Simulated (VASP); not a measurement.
A run of VASP 6.6.1:

INCAR

```
SYSTEM = K
ALGO = Normal ; EDIFF = 1E-6
EDIFFG = -0.01 ; ENCUT = 600
GGA = PS ; IBRION = 2
ISIF = 3 ; ISMEAR = -1
LASPH = .TRUE. ; LCHARG = .FALSE.
LREAL = .FALSE. ; LWAVE = .FALSE.
NELM = 60 ; NSW = 80
PREC = Accurate ; SIGMA = 0.02
```

Contents of KPOINTS:

```
k-points
0
G
  6 6 6
  0 0 0
```

File POSCAR:

```
K
1.0
   -2.6125000000      2.6125000000      2.6125000000
    2.6125000000     -2.6125000000      2.6125000000
    2.6125000000      2.6125000000     -2.6125000000
K
1
Direct
    0.0000000000      0.0000000000      0.0000000000
```

Potentials or basis: VASP PAW PBE potentials, release 64 (K_sv).

Run with:

```sh
$ cat potpaw_PBE.64/K_sv/POTCAR > POTCAR
$ mpirun -np 1 vasp_std > vasp.out
```

Hardware: 1 thread of Intel(R) Xeon(R) 6975P-C (Granite Rapids), on a shared host.

Problem. Estimate the wall time of this run.

Solution. It took 5.6 s on 1 thread of Intel(R) Xeon(R) 6975P-C (Granite Rapids), with other jobs on the host, peak memory 0.19 GiB. Counts: scf iterations 11, k points 16, ion steps 1.
